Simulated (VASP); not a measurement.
Crystal: SnTe.

```
Sn Te
1.0
     0.00000    3.61115    3.61115
     3.61115    0.00000    3.61115
     3.61115    3.61115    0.00000
Sn Te
1 1
Direct
  0.00000 0.00000 0.00000
  0.75000 0.75000 0.75000
```

| Item | Value |
| --- | --- |
| Program | VASP 6.6.1 |
| Task | relaxation of cell and atoms |
| Functional | LDA |
| Potentials or basis | VASP PAW LDA potentials, release 64 (Sn_d, Te) |
| Cutoff | 600 eV |
| k mesh | 6 × 6 × 6 |
| Occupations | fermi-dirac, width 0.05 eV |
| Spin | no spin polarisation |

At the start: pressure -2.2 GPa; volume 47.09 Å³/atom.

Problem. Where does the relaxation end?

Solution. Over 3 steps the energy falls by 29.2 meV/atom and the volume is 43.03 Å³/atom (-8.6 %); space group F-43m (No. 216, to 0.05 Å).

Step by step:
```
step  energy change (eV)  largest force (eV/Å)  pressure (GPa)  volume (Å³)
   1              0.0000                0.0000           -2.15        94.18
   2             -0.0583                0.0000            0.09        85.82
   3             -0.0584                0.0000            0.00        86.07
```

Final structure:
```
Sn Te
1.0
     0.00000    3.50433    3.50433
     3.50433    0.00000    3.50433
     3.50433    3.50433    0.00000
Sn Te
1 1
Direct
  0.00000 0.00000 0.00000
  0.75000 0.75000 0.75000
```
